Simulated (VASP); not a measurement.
# Ru: single point with PBE

Ru:

```
CELL_PARAMETERS angstrom
2.78803 0.00000 0.00000
-1.39401 2.41450 0.00000
0.00000 0.00000 4.51161
ATOMIC_POSITIONS crystal
Ru 0.33333 0.66667 0.25000
Ru 0.66667 0.33333 0.75000
```

This cell differs from its parent crystal: strain +0.025 along x and y, +0.050 along z.

- Program: VASP 6.6.1
- Task: single point
- Functional: PBE
- Potentials or basis: VASP PAW PBE potentials, release 64 (Ru_pv)
- Cutoff: 520 eV
- k mesh: 24 × 24 × 14
- Occupations: gaussian, width 0.15 eV
- Spin: no spin polarisation

- Pressure: -24.2 GPa
- Band gap on the k mesh: zero (bands 14 and 15 overlap by 2.73 eV)

Stress tensor (GPa, compression positive):
```
-21.00   0.00   0.00
  0.00 -21.00   0.00
  0.00   0.00 -30.49
```

Levels at points of the mesh, in eV from the Fermi level:
```
           k point  band 12  band 13  band 14  band 15  band 16  band 17
(0.00, 0.00, 0.00)    -1.65    -1.65    -1.04    -1.04     0.98     0.99
(0.50, 0.00, 0.00)    -1.52    -1.41     1.28     1.49     1.59     3.55
(0.00, 0.00, 0.50)    -2.27    -2.27    -2.27     0.43     0.43     0.43
(0.50, 0.00, 0.50)    -0.82     0.40     0.40     1.47     1.47     3.02
```

Wall time 3.2 min on 1 thread of AMD EPYC 9R45 96-Core Processor (Zen 5), on a shared host, peak memory 0.32 GiB.

Caveat: the cell differs from its parent crystal (strain +0.025 along x and y, +0.050 along z); the stress differs along the axes, from -30 to -21 GPa.
